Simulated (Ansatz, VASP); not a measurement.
NaI: VASP beside Ansatz

Contents of INCAR:

```
SYSTEM = NaI
PREC     = Accurate       ! precision mode
ENCUT    = 520            ! plane-wave cutoff, eV
EDIFF    = 1E-6           ! SCF threshold, eV
ISMEAR   = 0              ! smearing method
SIGMA    = 0.01           ! smearing width, eV
LREAL    = .False.        ! projectors in reciprocal space
LASPH    = .True.         ! aspherical terms in the spheres
NELM     = 80             ! most SCF steps
ALGO     = Normal         ! electronic algorithm
ISIF     = 2              ! what is computed and relaxed
LWAVE    = .False.        ! write WAVECAR
LCHARG   = .False.        ! write CHGCAR
GGA      = PS             ! functional
NBANDS   = 14             ! bands
```

The input KPOINTS:

```
regular mesh
0
Gamma
  8 8 8
  0 0 0
```

POSCAR

```
NaI
1.0
    0.0000000000      3.2002504140      3.1842491620
    3.2002504140      0.0000000000      3.1842491620
    3.2002504140      3.2002504140      0.0000000000
Na I
1 1
Direct
    0.0000000000      0.0000000000      0.0000000000
    0.5000000000      0.5000000000      0.5000000000
```

Input for Ansatz:

```yaml
crystal:
  lattice:
    - [0.0, 3.20025041403, 3.18424916196]
    - [3.20025041403, 0.0, 3.18424916196]
    - [3.20025041403, 3.20025041403, 0.0]
  atoms:
    - { symbol: Na, position: [0.0, 0.0, 0.0] }
    - { symbol: I, position: [0.5, 0.5, 0.5] }
kpoints:
  mp_grid: { grid: [8, 8, 8] }
scf:
  occupations: { method: fixed }
  convergence: { dr2_threshold: 1.0e-10 }
hamiltonian:
  xc: pbesol
  pseudopotentials: { kind: all_electron, lapw: { basis_error: 0.0005 } }
output:
  forces: true
  stress: true
  eigenstates:
    kpoints:
      - [0.0, 0.0, 0.0]
      - [-0.5, 0.0, -0.5]
      - [0.0, -0.5, -0.5]
      - [-0.5, -0.5, 0.0]
      - [-0.5, 0.0, 0.0]
      - [0.0, -0.5, 0.0]
      - [0.0, 0.0, -0.5]
      - [-0.5, -0.5, -0.5]
  eigenvalues: true
```

Change from the starting cell: z stretched by -0.5 %, x and y held.

Alike in both runs: task single point; functional PBEsol; k mesh 8 × 8 × 8; no spin polarisation.

|  | VASP | Ansatz |
| --- | --- | --- |
| version | VASP 6.6.1 | Ansatz 0.2.0 |
| potentials or method | VASP PAW PBE potentials, release 64 (Na_pv, I), cutoff 520 eV | all-electron LAPW, scalar-relativistic |
| occupations | gaussian, width 0.01 eV | fixed |

Ansatz gave:

| Item | Value |
| --- | --- |
| gap on the k mesh at the Fermi level (eV) | 3.61 |
| pressure (GPa) | 0.1 |
| traceless stress, the component that is largest in VASP (GPa) | 0.10 |

Task: Which values does VASP return?

Result: gap on the k mesh at the Fermi level (eV): 3.60; pressure (GPa): 0.2; traceless stress, the component that is largest in VASP (GPa): 0.10.

VASP's potentials were made for PBE, not for PBEsol. Ansatz ran all-electron here, and VASP with PAW potentials.

Neither program's run includes spin-orbit coupling.
